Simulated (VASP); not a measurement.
Write the native input for VASP 6.6.1 that does the following.

```
Task                   : relaxation of cell and atoms
Functional             : PBE
Potentials or basis    : VASP PAW PBE potentials, release 64 (Hf_pv)
Cutoff                 : 600 eV
k mesh                 : 10 × 10 × 5
Occupations            : fermi-dirac, width 0.05 eV
Spin                   : no spin polarisation
Target pressure        : 5 GPa
Dipole correction      : no
Further INCAR settings : ALGO = Normal; EDIFF = 1e-06; IBRION = 2; EDIFFG = -0.005; NSW = 80; ISIF = 3
```

The structure of Hf lies in POSCAR:

```
Hf
1.0
    3.1967000000      0.0000000000      0.0000000000
   -1.5983500000      2.7684234083      0.0000000000
    0.0000000000      0.0000000000      5.0578000000
Hf
2
Direct
    0.6666666667      0.3333333333      0.7500000000
    0.3333333333      0.6666666667      0.2500000000
```

The input as run:

INCAR

```
SYSTEM = Hf
PREC     = Accurate       ! precision mode
ENCUT    = 600            ! plane-wave cutoff, eV
EDIFF    = 1E-6           ! SCF threshold, eV
ISMEAR   = -1             ! smearing method
SIGMA    = 0.05           ! smearing width, eV
LREAL    = .FALSE.        ! projectors in reciprocal space
LASPH    = .TRUE.         ! aspherical terms in the spheres
NELM     = 80             ! most SCF steps
ALGO     = Normal         ! electronic algorithm
ISIF     = 3              ! what is computed and relaxed
LWAVE    = .FALSE.        ! write WAVECAR
LCHARG   = .FALSE.        ! write CHGCAR
GGA      = PE             ! functional
IBRION   = 2              ! ionic algorithm
NSW      = 80             ! ionic steps
EDIFFG   = -0.005         ! ionic threshold
PSTRESS  = 50.0
```

KPOINTS

```
Automatic mesh
0
G
  10 10 5
  0 0 0
```

Potentials or basis: VASP PAW PBE potentials, release 64 (Hf_pv).

Command:

```sh
$ cat potpaw_PBE.64/Hf_pv/POTCAR > POTCAR
$ mpirun -np 1 vasp_std > vasp.out
```

Results of the run:

```json
{"Relaxed volume": "21.47 Å³/atom", "Relaxed cell": "a = 3.154 Å, b = 3.154 Å, c = 4.984 Å, α = 90.00°, β = 90.00°, γ = 120.00°", "Space group after relaxing (to 0.05 Å)": "P6_3/mmc (No. 194)", "Energy change on relaxing (the enthalpy is what falls)": "+14.4 meV/atom", "Ionic steps": "4", "Pressure after relaxing": "5.0 GPa", "Band gap on the k mesh": "zero (band 10 reaches 6.40 eV, above the bottom of band 11 at 4.87 eV)"}
```

Caveat: the cell is relaxed towards a set pressure, so the enthalpy falls and the energy may rise; spin-orbit coupling is left out, which moves the levels of the heavy elements.

It took 52 s on 1 thread of Intel(R) Xeon(R) Platinum 8488C (Sapphire Rapids) (shared host), peak memory 0.18 GiB.
